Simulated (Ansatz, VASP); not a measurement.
# Two plane-wave programs on Ge

File POSCAR:

```
Ge
1.0
    0.0000000000      2.8675250898      2.7528240862
    2.8675250898      0.0000000000      2.7528240862
    2.8675250898      2.8675250898      0.0000000000
Ge
2
Direct
    0.5000000000      0.5000000000      0.5000000000
    0.7500000000      0.7500000000      0.7500000000
```

Contents of INCAR.step1:

```
ALGO = Normal
EDIFF = 1E-4
ENCUT = 520
GGA = PE
ISMEAR = 0
LASPH = T
LCHARG = F
LREAL = F
LWAVE = T
NBANDS = 21
NELM = 100
PREC = Accurate
SIGMA = 0.05
```

Contents of INCAR.step2:

```
ALGO = Normal
EDIFF = 1E-7
ENCUT = 520
ISIF = 2
ISMEAR = 0
ISTART = 1
LASPH = T
LCHARG = F
LMIXTAU = T
LREAL = F
LWAVE = F
METAGGA = R2SCAN
NBANDS = 21
NELM = 100
PREC = Accurate
SIGMA = 0.05
```

File KPOINTS:

```
k-points
0
Gamma
  12 12 12
```

Input for Ansatz:

```yaml
crystal:
  lattice:
    - [0.0, 2.8675250898, 2.7528240862]
    - [2.8675250898, 0.0, 2.7528240862]
    - [2.8675250898, 2.8675250898, 0.0]
  atoms:
    - { symbol: Ge, position: [0.5, 0.5, 0.5] }
    - { symbol: Ge, position: [0.75, 0.75, 0.75] }
basis:
  ecutwfc: 500
kpoints:
  mp_grid: { grid: [12, 12, 12] }
hamiltonian:
  xc: r2scan
scf:
  occupations: { method: gaussian, width: 0.05 }
output:
  forces: true
  stress: true
  eigenvalues: true
```

Alike in both runs: task single point; functional r2SCAN; k mesh 12 × 12 × 12; occupations gaussian, width 0.05 eV; no spin polarisation.

```csv
,VASP,Ansatz
version,VASP 6.6.1,Ansatz 0.2.0
potentials or method,"VASP PAW PBE potentials, release 64 (Ge_d), cutoff 520 eV","scalar-relativistic, plane waves, PAW"
valence electrons in the cell,28,28
```

```tsv
	VASP	Ansatz	Ansatz less VASP
gap on the k mesh at the Fermi level (eV)	0.18	0.21	+0.039
least direct gap on the mesh (eV)	0.18	0.21	+0.039
pressure (GPa)	0.7	0.7	-0.05
traceless stress, the component that is largest in VASP (GPa)	2.09	2.10	+0.009
```

VASP's potentials were made for PBE, not for r2SCAN. With one functional, cell and mesh, what is left measures potentials, basis and numerics.
